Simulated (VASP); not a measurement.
Set up this calculation in VASP 6.6.1, as the native input.

| Property | Result |
| --- | --- |
| Task | single point |
| Functional | PBEsol |
| Potentials or basis | VASP PAW PBE potentials, release 64 (Sr_sv, Ti_sv, O) |
| Cutoff | 600 eV |
| k mesh | 8 × 8 × 8 |
| Occupations | gaussian, width 0.02 eV |
| Spin | no spin polarisation |
| Dipole correction | no |
| Further INCAR settings | ALGO = Normal; EDIFF = 1e-06; NBANDS = 28 |

The structure of SrTiO3 lies in POSCAR:

```
SrTiO3
1.0
    3.9296489002      0.0000000000      0.0000000000
    0.0000000000      3.9296489002      0.0000000000
    0.0000000000      0.0000000000      3.9296489002
Sr Ti O
1 1 3
Direct
    0.5000000000      0.5000000000      0.5000000000
    0.0000000000      0.0000000000      0.0000000000
    0.5000000000      0.0000000000      0.0000000000
    0.0000000000      0.5000000000      0.0000000000
    0.0000000000      0.0000000000      0.5000000000
```

These files were run (other wordings do the same):

INCAR

```
SYSTEM = SrTiO3
PREC = Accurate
ENCUT = 600
EDIFF = 1E-6
ISMEAR = 0
SIGMA = 0.02
LREAL = .False.
LASPH = .True.
NELM = 120
ALGO = Normal
ISIF = 2
LWAVE = .False.
LCHARG = .False.
GGA = PS
NBANDS = 28
GGA_COMPAT = .False.
```

KPOINTS

```
regular mesh
0
Gamma
  8 8 8
  0 0 0
```

Potentials or basis: VASP PAW PBE potentials, release 64 (Sr_sv, Ti_sv, O).

Launch:

```sh
$ cat potpaw_PBE.64/Sr_sv/POTCAR potpaw_PBE.64/Ti_sv/POTCAR potpaw_PBE.64/O/POTCAR > POTCAR
$ mpirun -np 1 vasp_std > vasp.out
```

It gave:

- Pressure: -4.7 GPa
- Band gap on the k mesh: 1.77 eV (least direct gap 2.14 eV)

Caveat: the cell stands under tension; the PAW data sets were made with another functional, which shifts forces and pressure a little.

Wall time 26 s on 1 thread of Intel(R) Xeon(R) 6975P-C (Granite Rapids), with other jobs on the host, peak memory 0.22 GiB.
